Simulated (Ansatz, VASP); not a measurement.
**GaSb3: VASP and Ansatz over several settings**

```
Sb Ga
1.0
     0.00000    3.68018    3.68018
     3.68018    0.00000    3.68018
     3.68018    3.68018    0.00000
Sb Ga
3 1
Cartesian
  3.6802 3.6802 3.6802
  5.5203 5.5203 5.5203
  1.8401 1.8401 1.8401
  0.0000 0.0000 0.0000
```

Single points on this cell with VASP 6.6.1 and Ansatz 0.2.0. Each row is one pair of runs. Alike in all rows: spin: off; k mesh: 6 × 6 × 6; smearing: fermi-dirac, width 0.05 eV.

| level | VASP's potentials, cutoff | Ansatz's potentials, cutoff | gap on the k mesh at the Fermi level (eV), VASP | gap on the k mesh at the Fermi level (eV), Ansatz | pressure (GPa), VASP | pressure (GPa), Ansatz |
| --- | --- | --- | --- | --- | --- | --- |
| PBE | VASP PAW PBE potentials, release 64 (Sb, Ga_d), 520 eV | Ansatz PAW, 420 eV | none | none | 1.5 | 1.5 |
| LDA | VASP PAW LDA potentials, release 64 (Sb, Ga_d), 500 eV | Ansatz PAW, 420 eV | none | none | -2.6 | -2.7 |
| PBE | VASP PAW PBE potentials, release 64 (Sb, Ga_d), 500 eV | Ansatz PAW, 420 eV | none | none | 1.5 | 1.5 |
| r2SCAN | VASP PAW PBE potentials, release 64 (Sb, Ga_d), 550 eV | Ansatz PAW, 500 eV | none | none | 0.6 | 0.6 |

Pressure (GPa): the two programs differ by at most 0.1.

VASP's potentials hold 28 valence electrons a cell and Ansatz's 58, so a difference there can come from the potentials and not from the codes.

A gap of «none» marks a metal or a gap that the smearing closes.

Spin-orbit coupling is off throughout.
